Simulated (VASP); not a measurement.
Wanted: the native input for a VASP 6.6.1 run.

* Task: single point
* Functional: PBE
* Dispersion: D4
* Potentials or basis: VASP PAW PBE potentials, release 64 (Sn_d, Se)
* Cutoff: 520 eV
* k mesh: 6 × 6 × 6
* Occupations: fermi-dirac, width 0.02 eV
* Spin: no spin polarisation
* Dipole correction: no
* Further INCAR settings: ALGO = Normal; EDIFF = 1e-06; NBANDS = 17

The structure of SnSe lies in POSCAR:

```
SnSe
1.0
    0.0000000000      2.9784801191      2.9784801191
    2.9784801191      0.0000000000      2.9784801191
    2.9784801191      2.9784801191      0.0000000000
Sn Se
1 1
Direct
    0.0000000000      0.0000000000      0.0000000000
    0.5000000000      0.5000000000      0.5000000000
```

The input as run:

INCAR

```
SYSTEM = SnSe
PREC = Accurate
ENCUT = 520
EDIFF = 1E-6
ISMEAR = -1
SIGMA = 0.02
LREAL = .False.
LASPH = .True.
NELM = 100
ALGO = Normal
ISIF = 2
LWAVE = .False.
LCHARG = .False.
GGA = PE
IVDW = 13
NBANDS = 17
```

KPOINTS

```
regular mesh
0
Gamma
  6 6 6
  0 0 0
```

Potentials or basis: VASP PAW PBE potentials, release 64 (Sn_d, Se).

Launch:

```sh
$ cat potpaw_PBE.64/Sn_d/POTCAR potpaw_PBE.64/Se/POTCAR > POTCAR
$ mpirun -np 1 vasp_std > vasp.out
```

It gave:

The pressure is 0.0 GPa and the band gap on the k mesh is 0.72 eV, direct. The dispersion energy per atom is -0.400 eV.

Caveat: spin-orbit coupling is left out, which moves the levels of the heavy elements.

Run time: 12 s on 1 thread of Intel(R) Xeon(R) Platinum 8259CL CPU @ 2.50GHz (Skylake/Cascade Lake) (shared host), peak memory 0.18 GiB.
